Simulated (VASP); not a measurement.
Wanted: the native input for a VASP 6.6.1 run.

- Task: relaxation of cell and atoms
- Functional: LDA
- Potentials or basis: VASP PAW LDA potentials, release 64 (Cd, Se)
- Cutoff: 600 eV
- k mesh: 9 × 9 × 4
- Occupations: gaussian, width 0.02 eV
- Spin: no spin polarisation
- Target pressure: 20 GPa
- Dipole correction: no
- Further INCAR settings: ALGO = Normal; EDIFF = 1e-06; IBRION = 2; EDIFFG = -0.002; NSW = 100; ISIF = 3

The structure of CdSe (lda) lies in POSCAR:

```
CdSe
1.0
    3.8920739921      0.0000000000      0.0000000000
   -1.9460369960      3.3706349506      0.0000000000
    0.0000000000      0.0000000000      6.6723248533
Cd Se
2 2
Direct
    0.3333333333      0.6666666667      0.0118796076
    0.6666666667      0.3333333333      0.5118796076
    0.3333333333      0.6666666667      0.3731203924
    0.6666666667      0.3333333333      0.8731203924
```

One way to write it, as run:

INCAR

```
ALGO = Normal
EDIFF = 1E-6
EDIFFG = -0.002
ENCUT = 600
IBRION = 2
ISIF = 3
ISMEAR = 0
LASPH = True
LCHARG = False
LREAL = False
LWAVE = False
NELM = 100
NSW = 100
PREC = Accurate
PSTRESS = 200.0
SIGMA = 0.02
```

KPOINTS

```
k-points
0
Gamma
  9 9 4
```

Potentials or basis: VASP PAW LDA potentials, release 64 (Cd, Se).

Command:

```sh
$ cat potpaw_LDA.64/Cd/POTCAR potpaw_LDA.64/Se/POTCAR > POTCAR
$ mpirun -np 1 vasp_std > vasp.out
```

Results of the run:

* Relaxed volume: 22.06 Å³/atom
* Relaxed cell: a = 3.902 Å, b = 3.902 Å, c = 6.692 Å, α = 90.00°, β = 90.00°, γ = 120.00°
* Space group after relaxing (to 0.05 Å): P6_3mc (No. 186)
* Energy change on relaxing (the enthalpy is what falls): -22.5 meV/atom
* Ionic steps: 3
* Pressure after relaxing: 20.0 GPa
* Band gap on the k mesh: 0.76 eV, direct

Caveat: the cell is relaxed towards a set pressure, so the enthalpy falls and the energy may rise.

Run time: 61 s on 1 thread of Intel(R) Xeon(R) 6975P-C (Granite Rapids), with other jobs on the host, peak memory 0.24 GiB.
